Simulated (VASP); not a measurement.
Wanted: the native input for a VASP 6.6.1 run.

- Task: single point
- Functional: LDA
- Potentials or basis: VASP PAW LDA potentials, release 64 (Cd)
- Cutoff: 520 eV
- k mesh: 2 × 2 × 1
- Occupations: fermi-dirac, width 0.1 eV
- Spin: no spin polarisation
- Dipole correction: no
- Further INCAR settings: ALGO = Normal; EDIFF = 1e-06; NBANDS = 19

The structure of Cd lies in POSCAR:

```
Cd
1.0
    2.8818641727      0.0000000000      0.0000000000
   -1.4409320863      2.4957675838      0.0000000000
    0.0000000000      0.0000000000      5.6383707528
Cd
2
Direct
    0.3333333333      0.6666666667      0.2500000000
    0.6666666667      0.3333333333      0.7500000000
```

The input as run:

INCAR

```
  PREC = Accurate
  ENCUT = 520
  EDIFF = 1E-6
  ISMEAR = -1
  SIGMA = 0.1
  LREAL = False
  LASPH = True
  NELM = 100
  ALGO = Normal
  ISIF = 2
  LWAVE = False
  LCHARG = False
  NBANDS = 19
```

KPOINTS

```
Automatic mesh
0
Gamma
  2 2 1
```

Potentials or basis: VASP PAW LDA potentials, release 64 (Cd).

Run with:

```console
$ cat potpaw_LDA.64/Cd/POTCAR > POTCAR
$ mpirun -np 1 vasp_std > vasp.out
```

Results of the run:

The pressure is 6.5 GPa and the band gap on the k mesh is zero (band 12 reaches 1.47 eV, above the bottom of band 13 at -0.23 eV).

Caveat: the k points lie up to 1.26 Å⁻¹ apart.

Run time: 2.4 s on 1 thread of Intel(R) Xeon(R) Platinum 8259CL CPU @ 2.50GHz (Skylake/Cascade Lake), on a shared host, peak memory 0.13 GiB.
